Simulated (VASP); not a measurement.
Runs of VASP 6.6.1 on Pt. The structure is that of space group Im-3m (No. 229), or close to it. The cells are those of the table. 

```csv
cell,gap on the mesh (eV),pressure (GPa)
"a = 2.704, b = 2.704, c = 3.082 Å, angles 55.3, 55.3, 69.5°, 1 atom",none,-4.6
"a = 2.650, b = 2.650, c = 3.021 Å, angles 55.3, 55.3, 69.5°, 1 atom",none,(b)
"a = 2.677, b = 2.677, c = 3.115 Å, angles 54.4, 54.4, 71.2°, 1 atom",none,4.1
"a = 2.650, b = 2.650, c = 3.084 Å, angles 54.4, 54.4, 71.2°, 1 atom",none,14.6
"a = 2.729, b = 2.729, c = 3.176 Å, angles 54.4, 54.4, 71.2°, 1 atom",none,(a)
```

Alike in all rows: task single point; level LDA; potentials or basis VASP PAW LDA potentials, release 64 (Pt); no spin polarisation; k mesh 22 × 22 × 22; cutoff (eV) 520; smearing gaussian 0.15 eV.

Task: Fill in the values left out.

Result: (a) -11.7; (b) 14.5.

Caveats: spin-orbit coupling is left out, which moves the levels of the heavy elements; the cell stands under pressure (at least some runs); the cell stands under tension (at least some runs).

A k mesh can miss the band edges, and the runs leave out spin-orbit coupling on Pt.

A gap of «none» marks levels without a gap at the run's occupations.
